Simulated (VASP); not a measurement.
The system is BaTiO3.

```
Ba Ti O
1.0
     2.82737    1.63238    2.31839
    -2.82737    1.63238    2.31839
     0.00000   -3.26476    2.31839
Ba Ti O
1 1 3
Direct
  0.00000 0.00000 0.00000
  0.48450 0.48450 0.48450
  0.50860 0.50860 0.01750
  0.01750 0.50860 0.50860
  0.50860 0.01750 0.50860
```

Base run:

* Program: VASP 6.6.1
* Functional: PBEsol
* Potentials or basis: VASP PAW PBE potentials, release 64 (Ba_sv, Ti_sv, O)
* Cutoff: 600 eV
* k mesh: 6 × 6 × 6
* Occupations: fermi-dirac, width 0.02 eV
* Spin: no spin polarisation
* Hubbard terms: Ti d U = 1.0 eV

Its results: band gap on the k mesh 2.43 eV (least direct gap 2.83 eV); pressure 1.4 GPa; largest force 0.395 eV/Å.

Q: The run is repeated on the same cell with these changes: hubbard terms from Ti d U = 1.0 eV to Ti d U = 7.0 eV. What comes out?

A: Band gap on the k mesh 3.11 eV (least direct gap 3.52 eV); pressure 6.9 GPa; largest force 2.004 eV/Å.

Caveats: the PAW data sets were made with another functional, which shifts forces and pressure a little; spin-orbit coupling is left out, which moves the levels of the heavy elements; the cell stands under pressure (at least some runs).

A k mesh can miss the band edges.
